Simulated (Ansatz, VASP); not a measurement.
## Two plane-wave programs on Ge

File INCAR:

```
SYSTEM = Ge
ALGO = Normal
DIPOL = 0.5 0.5 0.506
EDIFF = 1E-6
ENCUT = 520
GGA = PE
IDIPOL = 3
ISIF = 2
ISMEAR = 0
LASPH = .TRUE.
LCHARG = .FALSE.
LDIPOL = .TRUE.
LREAL = .FALSE.
LWAVE = .FALSE.
NBANDS = 36
NELM = 80
PREC = Accurate
SIGMA = 0.1
```

KPOINTS

```
k-points
0
G
  3 3 1
  0 0 0
```

POSCAR

```
Ge
1.0
    5.8361510000      0.0000000000      0.0000000000
   -2.9180750000      5.0542550000      0.0000000000
    0.0000000000      0.0000000000     15.0000000000
Ge
4
Direct
    0.5000000000      0.0000000000      0.5110513900
    0.0000000000      0.5000000000      0.5110513900
    0.5000000000      0.5000000000      0.5110513900
    0.0000000000      0.0000000000      0.4889486100
```

Input for Ansatz:

```yaml
crystal:
  lattice:
    - [5.836151, 0.0, 0.0]
    - [-2.918075, 5.054255, 0.0]
    - [0.0, 0.0, 15.0]
  atoms:
    - { symbol: Ge, position: [0.5, 0.0, 0.51105139] }
    - { symbol: Ge, position: [0.0, 0.5, 0.51105139] }
    - { symbol: Ge, position: [0.5, 0.5, 0.51105139] }
    - { symbol: Ge, position: [0.0, 0.0, 0.48894861] }
  periodic: [true, true, false]
basis:
  ecutwfc: 420
kpoints:
  mp_grid: { grid: [3, 3, 1] }
hamiltonian:
  xc: pbe
scf:
  occupations: { method: gaussian, width: 0.1 }
  lower_state_search: "off"
output:
  forces: true
  stress: true
  eigenvalues: true
```

Alike in both runs: task single point; functional PBE; k mesh 3 × 3 × 1; occupations gaussian, width 0.1 eV; no spin polarisation.

```csv
,VASP,Ansatz
version,VASP 6.6.1,Ansatz 0.2.0
potentials or method,"VASP PAW PBE potentials, release 64 (Ge_d), cutoff 520 eV","scalar-relativistic, plane waves, PAW"
valence electrons in the cell,56,56
```

VASP gave:

* gap on the k mesh at the Fermi level (eV): none
* rms of the force components (eV/Å): 0.169

Q: Which values does Ansatz return?

A: gap on the k mesh at the Fermi level (eV): none; rms of the force components (eV/Å): 0.170.

Atom by atom the forces differ by 0.001 eV/Å (rms over components). A gap of «none» marks a metal or a gap that the smearing closes. The functional is the same, so the differences come from potentials, cutoffs and numerics. Ansatz's warnings: slab cell height set.

The k mesh is coarse, so the values compare programs but aren't converged.
